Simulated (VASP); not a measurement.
# Mn: relaxation of cell and atoms with PBEsol

The system is Mn.

```
CELL_PARAMETERS angstrom
3.84344 0.00000 0.00000
-1.92172 3.32851 0.00000
0.00000 0.00000 2.43031
ATOMIC_POSITIONS crystal
Mn 0.00000 0.00000 0.00000
Mn 0.33333 0.66667 0.50000
Mn 0.66667 0.33333 0.50000
```

This isn't the form of Mn at room conditions, which is a 58-atom cubic cell.

* Program: VASP 6.6.1
* Task: relaxation of cell and atoms
* Functional: PBEsol
* Potentials or basis: VASP PAW PBE potentials, release 64 (Mn_pv)
* Cutoff: 600 eV
* k mesh: 12 × 12 × 18
* Occupations: gaussian, width 0.1 eV
* Spin: no spin polarisation
* Dipole correction: no
* Further INCAR settings: ALGO = Fast; EDIFF = 1e-07; IBRION = 2; EDIFFG = -0.01; NSW = 80; ISIF = 3

```json
{
  "Relaxed volume": "10.38 Å³/atom",
  "Relaxed cell": "a = 3.852 Å, b = 3.852 Å, c = 2.424 Å, α = 90.00°, β = 90.00°, γ = 120.00°",
  "Space group after relaxing (to 0.1 Å)": "P6/mmm (No. 191)",
  "Energy gained by relaxing": "0.3 meV/atom",
  "Ionic steps": "7",
  "Pressure after relaxing": "0.0 GPa",
  "Band gap on the k mesh": "zero (an odd number of electrons rules out a gap without spin polarisation)"
}
```

The path:
```csv
step,energy change (eV),largest force (eV/Å),pressure (GPa),volume (Å³)
1,0.0000,0.0000,0.67,31.09
2,-0.0003,0.0000,-1.33,31.28
3,-0.0007,0.0000,-0.45,31.20
4,-0.0007,0.0000,-0.44,31.20
5,-0.0008,0.0000,0.31,31.12
6,-0.0008,0.0000,0.07,31.14
7,-0.0008,0.0000,0.03,31.15
```

Final structure:
```
CELL_PARAMETERS angstrom
3.85246 0.00000 0.00000
-1.92623 3.33633 0.00000
0.00000 0.00000 2.42353
ATOMIC_POSITIONS crystal
Mn 0.00000 0.00000 0.00000
Mn 0.33333 0.66667 0.50000
Mn 0.66667 0.33333 0.50000
```

Levels at points of the mesh, in eV from the Fermi level:
```tsv
k point	band 15	band 16	band 17	band 18	band 19	band 20	band 21	band 22	band 23
(0.00, 0.00, 0.00)	-2.27	-1.73	-1.14	-0.55	-0.55	-0.10	-0.10	0.01	0.01
(0.50, 0.00, 0.00)	-2.41	-1.57	-1.14	-1.01	0.07	0.16	1.29	1.35	1.50
(0.00, 0.00, 0.50)	-2.96	-0.72	-0.72	-0.64	-0.64	1.49	1.49	1.90	1.90
(0.50, 0.00, 0.50)	-2.18	-1.40	-0.72	-0.65	0.04	0.47	1.23	1.65	1.85
```

Run time: 8.6 min on 1 thread of Intel(R) Xeon(R) 6975P-C (Granite Rapids), on a shared host, peak memory 0.25 GiB.

Caveat: the highest band is partly filled, so the run has too few bands; the PAW data sets were made with another functional, which shifts forces and pressure a little; the run has no spin polarisation, though such a crystal can be magnetic. Spin polarisation is off, so any magnetic state and its effect on volume and gap are missing.
